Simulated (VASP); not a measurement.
# Mg (P6_3/mmc) in VASP: a series of runs, part 2 of 2

VASP 6.6.1. The steps go on from the part before.

## (4) Single point, SVWN5

This run uses another cell than the first one, of 23.70 Å³/atom, 0.981 times its volume.

Input file INCAR:

```
  PREC = Accurate
  ENCUT = 520
  EDIFF = 1E-7
  ISMEAR = -1
  SIGMA = 0.05
  LREAL = F
  LASPH = T
  NELM = 60
  ALGO = Normal
  ISIF = 2
  LWAVE = F
  LCHARG = F
  GGA = VW
  NBANDS = 9
```

Input file KPOINTS:

```
Automatic mesh
0
Gamma
  10 10 5
```

Input file POSCAR:

```
Mg
1.0
    3.2305542618      0.0000000000      0.0000000000
   -1.6152771309      2.7977420591      0.0000000000
    0.0000000000      0.0000000000      5.2448063036
Mg
2
Direct
    0.6666666667      0.3333333333      0.7500000000
    0.3333333333      0.6666666667      0.2500000000
```

Potentials or basis: VASP PAW PBE potentials, release 64 (Mg).

Started as:

```
> cat potpaw_PBE.64/Mg/POTCAR > POTCAR
> mpirun -np 1 vasp_std > vasp.out
```

OUTCAR:

```text
PREC = Accurate
   ENCUT = 520
   EDIFF = 1E-7
   ISMEAR = -1
   LREAL = F
   LASPH = T
   NELM = 60
   ISIF = 2
   GGA = VW

 ion  position               nearest neighbor table
   1  0.667  0.333  0.750-   2 3.22   2 3.22   2 3.22   2 3.22   2 3.22   2 3.22
   2  0.333  0.667  0.250-   1 3.22   1 3.22   1 3.22   1 3.22   1 3.22   1 3.22

  LATTYP: Found a hexagonal cell.
 ALAT       =     3.2305542618
 C/A-ratio  =     1.6235004518

  Lattice vectors:

 A1 = (   3.2305542618,   0.0000000000,   0.0000000000)
 A2 = (  -1.6152771309,   2.7977420591,   0.0000000000)
 A3 = (   0.0000000000,   0.0000000000,   5.2448063036)

Analysis of symmetry for initial positions (statically):
=====================================================================
 Subroutine PRICEL returns:
 Original cell was already a primitive cell.

 Routine SETGRP: Setting up the symmetry group for a
 hexagonal supercell.

 Subroutine GETGRP returns: Found 24 space group operations
 (whereof 12 operations were pure point group operations)
 out of a pool of 24 trial point group operations.

The static configuration has the point symmetry D_3d.
[... 167 lines left out ...]
 Fermi energy:         2.3195221837

 k-point     1 :       0.0000    0.0000    0.0000
  band No.  band energies     occupation
      1      -4.4947      2.00000
      2       0.6966      2.00000
      3       1.0132      2.00000
      4      12.9955      0.00000
      5      12.9955      0.00000
      6      13.0077      0.00000
      7      13.0077      0.00000
      8      13.9282      0.00000
      9      15.3764      0.00000
[... 265 lines left out ...]
 k-point    24 :       0.4000    0.1000    0.2000
  band No.  band energies     occupation
      1      -0.3230      2.00000
      2       1.4644      2.00000
      3       2.8705      0.00003
      4       4.5900      0.00000
      5       6.5287      0.00000
      6       7.4180      0.00000
      7       8.8540      0.00000
      8      10.1633      0.00000
      9      12.5147      0.00000

 [... further k-points ...]

------------------------ aborting loop because EDIFF is reached ----------------------------------------

  FORCE on cell =-STRESS in cart. coord.  units (eV):
  Direction    XX          YY          ZZ          XY          YZ          ZX
  --------------------------------------------------------------------------------------
  -------------------------------------------------------------------------------------
  Total       -0.9900507     -0.9900507     -0.5958233      0.0000000      0.0000000      0.0000000
  in kB      -33.4621512    -33.4621512    -20.1378869      0.0000000      0.0000000      0.0000000
  external PRESSURE =     -29.0207297 kB  Pullay stress =       0.0000000 kB

 VOLUME and BASIS-vectors are now :
 -----------------------------------------------------------------------------
  energy-cutoff  :      520.00
  volume of cell :       47.40
      direct lattice vectors                 reciprocal lattice vectors
     3.230554262  0.000000000  0.000000000     0.309544406  0.178715546  0.000000000
    -1.615277131  2.797742059  0.000000000     0.000000000  0.357431092  0.000000000
     0.000000000  0.000000000  5.244806304     0.000000000  0.000000000  0.190664811

 POSITION                                       TOTAL-FORCE (eV/Angst)
 -----------------------------------------------------------------------------------
      1.61528      0.93258      3.93360         0.000000     -0.000000      0.000000
     -0.00000      1.86516      1.31120        -0.000000      0.000000      0.000000
 -----------------------------------------------------------------------------------
    total drift:                                0.000000     -0.000000      0.000000

  FREE ENERGIE OF THE ION-ELECTRON SYSTEM (eV)
  ---------------------------------------------------
  free  energy   TOTEN  =        -3.4907309261 eV

  energy  without entropy=       -3.4786891263  energy(sigma->0) =       -3.48471003
```

stdout:

```text
POSCAR found type information on POSCAR Mg
 POSCAR found :  1 types and       2 ions
 scaLAPACK will be used
 -----------------------------------------------------------------------------
|                                                                             |
|                                                                             |
|     You enforced a specific xc type in the INCAR file but a different       |
|     I HOPE YOU KNOW WHAT YOU ARE DOING!                                     |
|                                                                             |
 -----------------------------------------------------------------------------

 LDA part: xc-table for (Slater(with rela. corr.)+VWN5), standard interpolation
 POSCAR, INCAR and KPOINTS ok, starting setup
 FFT: planning ... GRIDC
 FFT: planning ... GRID_SOFT
 FFT: planning ... GRID
 WAVECAR not read
 entering main loop
```

Run time: 17 s. Hardware: 1 thread of AMD EPYC 7R43 (Zen 3), shared host; peak memory 0.11 GiB.

Results:

```
Free energy            : -3.4907 eV
Pressure               : -2.9 GPa
Band gap on the k mesh : zero (band 2 reaches 2.99 eV, above the bottom of band 3 at 1.01 eV)
```

Stress tensor (GPa, compression positive):
```
-3.35  0.00  0.00
 0.00 -3.35  0.00
 0.00  0.00 -2.01
```

Levels at points of the mesh, in eV from the Fermi level:
| k point | band 1 | band 2 | band 3 | band 4 | band 5 | band 6 |
| --- | --- | --- | --- | --- | --- | --- |
| (0.00, 0.00, 0.00) | -6.81 | -1.62 | -1.31 | 10.68 | 10.68 | 10.69 |
| (0.50, 0.00, 0.00) | -2.15 | -2.09 | 2.59 | 3.02 | 3.12 | 3.54 |

Caveat: the PAW data sets were made with another functional, which shifts forces and pressure a little.

## (5) Single point, SVWN5

Input file INCAR:

```
PREC = Accurate
ENCUT = 520
EDIFF = 1E-6
ISMEAR = -1
SIGMA = 0.05
LREAL = F
LASPH = T
NELM = 60
ALGO = Fast
ISIF = 2
LWAVE = F
LCHARG = F
GGA = VW
NBANDS = 9
```

KPOINTS is that of step 4.

Input file POSCAR:

```
Mg
1.0
    3.2515324747      0.0000000000      0.0000000000
   -1.6257662373      2.8159097243      0.0000000000
    0.0000000000      0.0000000000      5.2788644417
Mg
2
Direct
    0.6666666667      0.3333333333      0.7500000000
    0.3333333333      0.6666666667      0.2500000000
```

Started as:

```
> cat potpaw_PBE.64/Mg/POTCAR > POTCAR
> mpirun -np 1 vasp_std > vasp.out
```

Run time: 20 s. Hardware: 1 thread of AMD EPYC 7R43 (Zen 3), shared host; peak memory 0.11 GiB.

The run converged. Its results:

| Quantity | Value |
| --- | --- |
| Free energy | -3.4724 eV |
| Pressure | -3.4 GPa |
| Band gap on the k mesh | zero (band 2 reaches 2.90 eV, above the bottom of band 3 at 0.92 eV) |

Stress tensor (GPa, compression positive):
```
-3.85  0.00  0.00
 0.00 -3.85  0.00
 0.00  0.00 -2.50
```

Levels at points of the mesh, in eV from the Fermi level:
| k point | band 1 | band 2 | band 3 | band 4 | band 5 | band 6 | band 7 |
| --- | --- | --- | --- | --- | --- | --- | --- |
| (0.00, 0.00, 0.00) | -6.73 | -1.59 | -1.31 | 10.53 | 10.53 | 10.58 | 10.58 |
| (0.50, 0.00, 0.00) | -2.13 | -2.06 | 2.56 | 3.01 | 3.07 | 3.48 | 6.54 |

Caveat: the PAW data sets were made with another functional, which shifts forces and pressure a little.

## (6) Single point, revPBE

This run uses another cell than the first one, of 24.63 Å³/atom, 1.019 times its volume.

Input file INCAR:

```
  PREC = Accurate
  ENCUT = 520
  EDIFF = 1E-6
  ISMEAR = -1
  SIGMA = 0.05
  LREAL = F
  LASPH = T
  NELM = 80
  ALGO = Fast
  ISIF = 2
  LWAVE = F
  LCHARG = F
  GGA = RE
  NBANDS = 9
```

KPOINTS is that of step 5.

Input file POSCAR:

```
Mg
1.0
    3.2722434310      0.0000000000      0.0000000000
   -1.6361217155      2.8338459386      0.0000000000
    0.0000000000      0.0000000000      5.3124886887
Mg
2
Direct
    0.6666666667      0.3333333333      0.7500000000
    0.3333333333      0.6666666667      0.2500000000
```

Potentials or basis: VASP PAW PBE potentials, release 64 (Mg).

Started as:

```
> cat potpaw_PBE.64/Mg/POTCAR > POTCAR
> mpirun -np 1 vasp_std > vasp.out
```

Run time: 18 s. Hardware: 1 thread of AMD EPYC 7R43 (Zen 3), shared host; peak memory 0.12 GiB.

It converged, with:

```yaml
Free_energy: -2.7050 eV
Pressure: -1.5 GPa
Band_gap_on_the_k_mesh: zero (band 2 reaches 3.03 eV, above the bottom of band 3 at 1.14 eV)
```

Stress tensor (GPa, compression positive):
```
-1.88  0.00  0.00
 0.00 -1.88  0.00
 0.00  0.00 -0.72
```

Levels at points of the mesh, in eV from the Fermi level:
```
           k point  band 1  band 2  band 3  band 4  band 5  band 6  band 7
(0.00, 0.00, 0.00)   -6.66   -1.62   -1.25   10.52   10.52   10.53   10.53
(0.50, 0.00, 0.00)   -2.09   -2.06    2.53    2.94    3.08    3.49    6.52
```

Caveat: the PAW data sets were made with another functional, which shifts forces and pressure a little.

## (7) Summary

```csv
level,cell,gap on the mesh (eV),pressure (GPa)
BLYP+D3(BJ),"a = 3.252, b = 3.252, c = 5.279 Å, angles 90.0, 90.0, 120.0°, 2 atoms",none,-4.8
SVWN5,"a = 3.209, b = 3.209, c = 5.210 Å, angles 90.0, 90.0, 120.0°, 2 atoms",none,-2.3
SVWN5,"a = 3.231, b = 3.231, c = 5.245 Å, angles 90.0, 90.0, 120.0°, 2 atoms",none,-2.9
SVWN5,"a = 3.252, b = 3.252, c = 5.279 Å, angles 90.0, 90.0, 120.0°, 2 atoms",none,-3.4
revPBE,"a = 3.272, b = 3.272, c = 5.312 Å, angles 90.0, 90.0, 120.0°, 2 atoms",none,-1.5
```

Alike in all rows: task single point; potentials or basis VASP PAW PBE potentials, release 64 (Mg); no spin polarisation; k mesh 10 × 10 × 5; cutoff (eV) 520; smearing fermi-dirac 0.05 eV.

Caveats: the PAW data sets were made with another functional, which shifts forces and pressure a little; pairwise dispersion overbinds metals, which lowers pressure and volume (some runs).

Absolute energies hang on the potentials; compare differences alone.
